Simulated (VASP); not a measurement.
# Hg (R-3m) in VASP: single point with PBE

Aim: the single point of Hg with PBE.

Program: VASP 6.6.1. These are calculated values, not measurements. Logs are shortened: lines on timing, memory, paths and dates and some standing lists are left out, and cuts for length are marked.

## (1) The cell of the first run

The structure is trigonal, space group R-3m (No. 166). Conventional cell: a = 4.086 Å, b = 4.086 Å, c = 6.011 Å, α = 90.00°, β = 90.00°, γ = 120.00°. Within 4.1 Å of Hg (site symmetry -3m) lie 12 Hg at 3.10 to 4.09 Å.

## (2) Single point, PBE

POSCAR reads:

```
Hg
1.0
    2.0429407429      1.1794923879      2.0038043749
   -2.0429407429      1.1794923879      2.0038043749
    0.0000000000     -2.3589847757      2.0038043749
Hg
1
Direct
    0.0000000000      0.0000000000      0.0000000000
```

INCAR.step1 reads:

```
ALGO = Normal
EDIFF = 1E-6
ENCUT = 520
GGA = PE
ISIF = 2
ISMEAR = 0
LASPH = T
LCHARG = T
LREAL = F
LWAVE = F
NBANDS = 12
NELM = 80
PREC = Accurate
SIGMA = 0.05
```

KPOINTS.step1 reads:

```
k-points
0
Gamma
  14 14 14
```

INCAR.step2 reads:

```
ALGO = Normal
EDIFF = 1E-6
ENCUT = 520
GGA = PE
ICHARG = 11
ISIF = 2
ISMEAR = -5
LASPH = T
LCHARG = F
LORBIT = 11
LREAL = F
LWAVE = F
NBANDS = 12
NEDOS = 1001
NELM = 80
PREC = Accurate
SIGMA = 0.05
```

KPOINTS.step2 reads:

```
k-points
0
Gamma
  21 21 21
```

Potentials or basis: VASP PAW PBE potentials, release 64 (Hg).

Launch:

```
> cat potpaw_PBE.64/Hg/POTCAR > POTCAR
> cp INCAR.step1 INCAR
> cp KPOINTS.step1 KPOINTS
> mpirun -np 1 vasp_std > vasp.out
> cp INCAR.step2 INCAR
> cp KPOINTS.step2 KPOINTS
> mpirun -np 1 vasp_std > vasp.out
```

OUTCAR:

```text
EDIFF = 1E-6
   ENCUT = 520
   GGA = PE
   ICHARG = 11
   ISIF = 2
   ISMEAR = -5
   LASPH = T
   LORBIT = 11
   LREAL = F
   NELM = 80
   PREC = Accurate

 ion  position               nearest neighbor table
   1  0.000  0.000  0.000-

  LATTYP: Found a trigonal (rhomboedric) cell.
 ALAT       =     3.0951641548
 COS(alpha) =     0.1286870660

  Lattice vectors:

 A1 = (   2.0429407429,   1.1794923879,   2.0038043749)
 A2 = (  -2.0429407429,   1.1794923879,   2.0038043749)
 A3 = (   0.0000000000,  -2.3589847757,   2.0038043749)

Analysis of symmetry for initial positions (statically):
=====================================================================
 Subroutine PRICEL returns:
 Original cell was already a primitive cell.

 Routine SETGRP: Setting up the symmetry group for a
 trigonal (rhombohedral) supercell.

 Subroutine GETGRP returns: Found 12 space group operations
 (whereof 12 operations were pure point group operations)
 out of a pool of 12 trial point group operations.

The static configuration has the point symmetry D_3d.

Analysis of symmetry for dynamics (positions and initial velocities):
=====================================================================
 Subroutine PRICEL returns:
 Original cell was already a primitive cell.

 Routine SETGRP: Setting up the symmetry group for a
 trigonal (rhombohedral) supercell.

 Subroutine GETGRP returns: Found 12 space group operations
 (whereof 12 operations were pure point group operations)
 out of a pool of 12 trial point group operations.

The dynamic configuration has the point symmetry D_3d.

 Subroutine INISYM returns: Found 12 space group operations
 (whereof 12 operations are pure point group operations),
 and found     1 'primitive' translations

----------------------------------------------------------------------------------------

                                     Primitive cell

  volume of cell :      28.9706

  direct lattice vectors                    reciprocal lattice vectors
     2.042940743  1.179492388  2.003804375     0.244745229  0.141303724  0.166350237
    -2.042940743  1.179492388  2.003804375    -0.244745229  0.141303724  0.166350237
     0.000000000 -2.358984776  2.003804375     0.000000000 -0.282607448  0.166350237

  length of vectors
     3.095164155  3.095164155  3.095164155     0.327931961  0.327931961  0.327931961

  position of ions in fractional coordinates (direct lattice)
     0.000000000  0.000000000  0.000000000

  ion indices of the primitive-cell ions
   primitive index   ion index
                 1           1

----------------------------------------------------------------------------------------

 KPOINTS: k-points

Automatic generation of k-mesh.
 Grid dimensions read from file:
 generate k-points for:   21   21   21

 Generating k-lattice:

  Cartesian coordinates                     Fractional coordinates (reciprocal lattice)
     0.011654535  0.006728749  0.007921440     0.047619048 -0.000000000  0.000000000
    -0.011654535  0.006728749  0.007921440    -0.000000000  0.047619048  0.000000000
     0.000000000 -0.013457498  0.007921440     0.000000000  0.000000000  0.047619048

  Length of vectors
     0.015615808  0.015615808  0.015615808

  Shift w.r.t. Gamma in fractional coordinates (k-lattice)
     0.000000000  0.000000000  0.000000000

 TETIRR: Found   4641 inequivalent tetrahedra from    55566

 Subroutine IBZKPT returns following result:
 ===========================================

 Found    891 irreducible k-points:

 Following reciprocal coordinates:
            Coordinates               Weight
  0.000000  0.000000  0.000000      1.000000
  0.047619 -0.000000  0.000000      6.000000
  0.095238  0.000000  0.000000      6.000000
  0.142857 -0.000000  0.000000      6.000000
  0.190476  0.000000  0.000000      6.000000
  0.238095 -0.000000  0.000000      6.000000
[... 16 lines left out ...]
 -0.428571  0.047619  0.000000     12.000000
 -0.380952  0.047619  0.000000     12.000000
 [... further k-points ...]
   k-points           NKPTS =    891   k-points in BZ     NKDIM =    891   number of bands    NBANDS=     12
   number of dos      NEDOS =   1001   number of ions     NIONS =      1
   total plane-waves  NPLWV =  13824
   dimension x,y,z NGX =    24 NGY =   24 NGZ =   24
   dimension x,y,z NGXF=    48 NGYF=   48 NGZF=   48
   ions per type =               1
   NGX,Y,Z   is equivalent  to a cutoff of  12.89, 12.89, 12.89 a.u.
   NGXF,Y,Z  is equivalent  to a cutoff of  25.78, 25.78, 25.78 a.u.
 SYSTEM =  unknown system
   PREC   = accura    normal or accurate (medium, high low for compatibility)
   ISTART =      0    job   : 0-new  1-cont  2-samecut
   ICHARG =     11    charge: 1-file 2-atom 10-const
   ISPIN  =      1    spin polarized calculation?
   LNONCOLLINEAR =      F non collinear calculations
   LSORBIT =      F    spin-orbit coupling
   LASPH  =      T    aspherical Exc in radial PAW
   ENCUT  =  520.0 eV  38.22 Ry    6.18 a.u.   5.75  5.75  5.75*2*pi/ulx,y,z
   NELM   =     80;   NELMIN=  2; NELMDL=  0     # of ELM steps
   EDIFF  = 0.1E-05   stopping-criterion for ELM
   LREAL  =      F    real-space projection
   EDIFFG = 0.1E-04   stopping-criterion for IOM
   NSW    =      0    number of steps for IOM
   IBRION =     -1    ionic relax: 0-MD 1-quasi-New 2-CG
   NFREE  =      0    steps in history (QN), initial steepest desc. (CG)
   ISIF   =      2    stress and relaxation
   ISYM   =      2    0-nonsym 1-usesym 2-fastsym
   POTIM  = 0.5000    time-step for ionic-motion
   TEBEG  =    0.0;   TEEND  =   0.0 temperature during run
   PSTRESS=    0.0 pullay stress
   NELECT =      12.0000    total number of electrons
   NUPDOWN=      -1.0000    fix difference up-down
   EMIN   =  10.00;   EMAX   =-10.00  energy-range for DOS
   EFERMI =   0.00;   METHOD = LEGACY
   ISMEAR =    -5;   SIGMA  =   0.05  broadening in eV -4-tet -1-fermi 0-gaus
   EFERMI_NEDOS =   21; number of points for ismear=-14 and -15
   IALGO  =     38    algorithm
   IMIX   =      4    mixing-type and parameters
     AMIX     =   0.40;   BMIX     =  1.00
     AMIX_MAG =   1.60;   BMIX_MAG =  1.00
  volume/ion in A,a.u.               =      28.97       195.50
  Fermi-wavevector in a.u.,A,eV,Ry     =   1.220345  2.306118 20.262378  1.489243
  Thomas-Fermi vector in A             =   2.355566
   LORBIT       =     11    0 simple, 1 ext, 2 COOP (PROOUT), +10 PAW based schemes
   GGA     = PE    functional components
   LHFCALC =     F    Hartree Fock is set to
   AEXX    =    0.0000 exact exchange contribution
   IVDW    =     0    specifies the selected vdW correction
   LEPSILON=     F    determine dielectric tensor
   LRPA    =     F    only Hartree local field effects (RPA)
 non-spin polarized calculation
 Fermi weights with tetrahedron method with Bloechl corrections
  energy-cutoff  :      520.00
  volume of cell :       28.97
 maximum number of plane-waves:       797

 number of electron      12.0000004 magnetization

 Free energy of the ion-electron system (eV)
  ---------------------------------------------------
  ext. energy  EPLUGINS =         0.00000000
  ---------------------------------------------------
  free energy    TOTEN  =        -0.16357707 eV

  energy without entropy =       -0.16357707  energy(sigma->0) =       -0.16357707

 E-fermi :   1.4169     XC(G=0):  -9.6819

 val. band max:        1.5202281916   @ k =  -0.4762   0.4762   0.0952
 cond. band min:       1.3989379944   @ k =  -0.1905  -0.4762   0.0952
 fundamental gap:     -0.1212901972
 Fermi energy:         1.4169386490

 k-point     1 :       0.0000    0.0000    0.0000
  band No.  band energies     occupation
      1      -6.4139      2.00000
      2      -6.1431      2.00000
      3      -6.1431      2.00000
      4      -4.5069      2.00000
      5      -4.5069      2.00000
      6      -4.4629      2.00000
      7      11.2608      0.00000
      8      11.2608      0.00000
      9      11.4936      0.00000
     10      14.6375      0.00000
     11      16.3525      0.00000
     12      16.3525      0.00000

 k-point     2 :       0.0476   -0.0000    0.0000
  band No.  band energies     occupation
      1      -6.3749      2.00000
      2      -6.1402      2.00000
      3      -6.1205      2.00000
      4      -4.5186      2.00000
      5      -4.5102      2.00000
      6      -4.4692      2.00000
      7      10.7829      0.00000
      8      11.3100      0.00000
      9      11.4918      0.00000
     10      14.8984      0.00000
     11      16.3491      0.00000
     12      16.6863      0.00000

 k-point     3 :       0.0952    0.0000    0.0000
  band No.  band energies     occupation
      1      -6.2833      2.00000
      2      -6.1318      2.00000
      3      -6.0286      2.00000
      4      -4.5525      2.00000
      5      -4.5276      2.00000
      6      -4.4792      2.00000
      7       9.6740      0.00000
      8      11.4544      0.00000
      9      11.6131      0.00000
     10      15.2262      0.00000
     11      16.3400      0.00000
     12      17.6874      0.00000
[... 286 lines left out ...]
 k-point    23 :      -0.4286    0.0476    0.0000
  band No.  band energies     occupation
      1      -6.0223      2.00000
      2      -5.9202      2.00000
      3      -4.9647      2.00000
      4      -4.8368      2.00000
      5      -4.4719      2.00000
      6      -2.1717      2.00000
      7       1.0282      1.79311
      8      12.6362      0.00000
      9      13.6123      0.00000
     10      16.9999      0.00000
     11      17.7374      0.00000
     12      18.1381      0.00000

 k-point    24 :      -0.3810    0.0476    0.0000
  band No.  band energies     occupation
      1      -6.0300      2.00000
      2      -5.9409      2.00000
      3      -4.9271      2.00000
      4      -4.8138      2.00000
      5      -4.4761      2.00000
      6      -2.9508      2.00000
      7       2.0709     -0.06807
      8      12.2828      0.00000
      9      13.4652      0.00000
     10      16.7396      0.00000
     11      17.7711      0.00000
     12      18.5088      0.00000

 [... further k-points ...]

------------------------ aborting loop because EDIFF is reached ----------------------------------------

  FORCE on cell =-STRESS in cart. coord.  units (eV):
  Direction    XX          YY          ZZ          XY          YZ          ZX
  --------------------------------------------------------------------------------------
  -------------------------------------------------------------------------------------
  Total        0.2383058      0.2383058      0.2524170      0.0000000      0.0000000      0.0000000
  in kB       13.1791576     13.1791576     13.9595569      0.0000000      0.0000000      0.0000000
  external PRESSURE =      13.4392907 kB  Pullay stress =       0.0000000 kB

 VOLUME and BASIS-vectors are now :
 -----------------------------------------------------------------------------
  energy-cutoff  :      520.00
  volume of cell :       28.97
      direct lattice vectors                 reciprocal lattice vectors
     2.042940743  1.179492388  2.003804375     0.244745229  0.141303724  0.166350237
    -2.042940743  1.179492388  2.003804375    -0.244745229  0.141303724  0.166350237
     0.000000000 -2.358984776  2.003804375     0.000000000 -0.282607448  0.166350237

 POSITION                                       TOTAL-FORCE (eV/Angst)
 -----------------------------------------------------------------------------------
      0.00000      0.00000      0.00000         0.000000     -0.000000      0.000000
 -----------------------------------------------------------------------------------
    total drift:                                0.000000      0.000000     -0.000000

  FREE ENERGIE OF THE ION-ELECTRON SYSTEM (eV)
  ---------------------------------------------------
  free  energy   TOTEN  =        -0.1635770733 eV

  energy  without entropy=       -0.1635770733  energy(sigma->0) =       -0.16357707

 total charge

# of ion       s       p       d       tot
------------------------------------------
    1        0.921   0.188   9.331  10.440
```

Run time: 66 s. Hardware: 1 thread of Intel Xeon 6975P-C (Granite Rapids), shared host; peak memory 0.38 GiB.

What came out:

```
Valence electrons inside the program's atomic spheres : Hg 10.44
```

Levels at points of the mesh, in eV from the Fermi level:
| k point | band 3 | band 4 | band 5 | band 6 | band 7 | band 8 | band 9 | band 10 |
| --- | --- | --- | --- | --- | --- | --- | --- | --- |
| (0.00, 0.00, 0.00) | -7.56 | -5.92 | -5.92 | -5.88 | 9.84 | 9.84 | 10.08 | 13.22 |

Caveat: spin-orbit coupling is left out, which moves the levels of the heavy elements.
